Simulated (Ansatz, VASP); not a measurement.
Two plane-wave programs on Fe

```
Fe
1.0
     4.17988    0.00000    0.00000
    -2.08994    3.61988    0.00000
     0.00000    0.00000    2.38855
Fe
3
Direct
  0.00000 0.00000 0.00000
  0.33333 0.66667 0.50000
  0.66667 0.33333 0.50000
```

Alike in both runs: task single point; functional RPBE; k mesh 10 × 10 × 15; occupations fermi-dirac, width 0.05 eV; collinear spin.

|  | VASP | Ansatz |
| --- | --- | --- |
| version | VASP 6.6.1 | Ansatz 0.2.0 |
| potentials or method | VASP PAW PBE potentials, release 64 (Fe), cutoff 520 eV | plane waves (420 eV) with PAW, scalar-relativistic |
| valence electrons in the cell | 24 | 48 |

VASP gave:

- pressure (GPa): 5.2
- traceless stress, the component that is largest in VASP (GPa): -1.16
- net moment per atom (μB): 2.54
- size of the moment on the site where the two differ most (μB): 2.58

Question: What did Ansatz give for the same quantities?

Answer: Pressure (GPa): 5.3; traceless stress, the component that is largest in VASP (GPa): -0.95; net moment per atom (μB): 2.52; size of the moment on the site where the two differ most (μB): 2.61.

VASP's potentials were made for PBE, not for RPBE. Site moments also hang on the region over which each program counts them. VASP's potentials hold 24 valence electrons a cell and Ansatz's 48, so a difference there can come from the potentials and not from the codes.
